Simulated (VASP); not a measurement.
Set up this calculation in VASP 6.6.1, as the native input.

```yaml
Task: single point
Functional: PBE
Potentials_or_basis: VASP PAW PBE potentials, release 64 (F, N)
Cutoff: 600 eV
k_mesh: 2 × 2 × 1, shifted
Occupations: fermi-dirac, width 0.15 eV
Spin: collinear spin, antiferromagnetic start
Starting_moments: "[0.0, -3.0, 3.0] μB"
Dipole_correction: no
Further_INCAR_settings: ALGO = Normal; EDIFF = 1e-06; NBANDS = 20
```

The structure of N2F lies in POSCAR:

```
N2F
1.0
    2.9261650000     -0.0022740000      0.0592160000
   -1.4650510000      2.5592030000     -0.0900520000
    0.0967000000     -0.1139750000      4.8230160000
F N
1 2
Direct
    0.5563440000      0.9891560000      0.4611610000
    0.8119470000      1.6014010000      0.7154690000
    1.2166260000      1.2691060000      1.1669270000
```

One way to write it, as run:

INCAR

```
SYSTEM = N2F
PREC     = Accurate       ! precision mode
ENCUT    = 600            ! plane-wave cutoff, eV
EDIFF    = 1E-6           ! SCF threshold, eV
ISMEAR   = -1             ! smearing method
SIGMA    = 0.15           ! smearing width, eV
LREAL    = .False.        ! projectors in reciprocal space
LASPH    = .True.         ! aspherical terms in the spheres
NELM     = 200            ! most SCF steps
ALGO     = Normal         ! electronic algorithm
ISIF     = 2              ! what is computed and relaxed
LWAVE    = .False.        ! write WAVECAR
LCHARG   = .False.        ! write CHGCAR
ISPIN    = 2              ! spin polarisation
MAGMOM   = 0 -3 3         ! initial moments
LORBIT   = 11             ! projections on sites
GGA      = PE             ! functional
NBANDS   = 20             ! bands
GGA_COMPAT= .False.
```

KPOINTS

```
Automatic mesh
0
Gamma
  2 2 1
  0.5 0.5 0
```

Potentials or basis: VASP PAW PBE potentials, release 64 (F, N).

The run is started by

```bash
$ cat potpaw_PBE.64/F/POTCAR potpaw_PBE.64/N/POTCAR > POTCAR
$ mpirun -np 1 vasp_std > vasp.out
```

Results of the run:

```yaml
Pressure: -2.2 GPa
Largest_force: 1.739 eV/Å
Net_moment: 0.27 μB per cell
Site_moments: F -0.01; N -1.23, +1.41 μB
Valence_electrons_inside_the_program's_atomic_spheres: F 5.89; N 3.20, 3.22
```

Caveat: the k points lie up to 1.30 Å⁻¹ apart; forces of over 1 eV/Å act on the atoms, so gaps and moduli don't describe the material at rest.

It took 4.8 s on 1 thread of Intel(R) Xeon(R) 6975P-C (Granite Rapids), with other jobs on the host, peak memory 0.16 GiB.
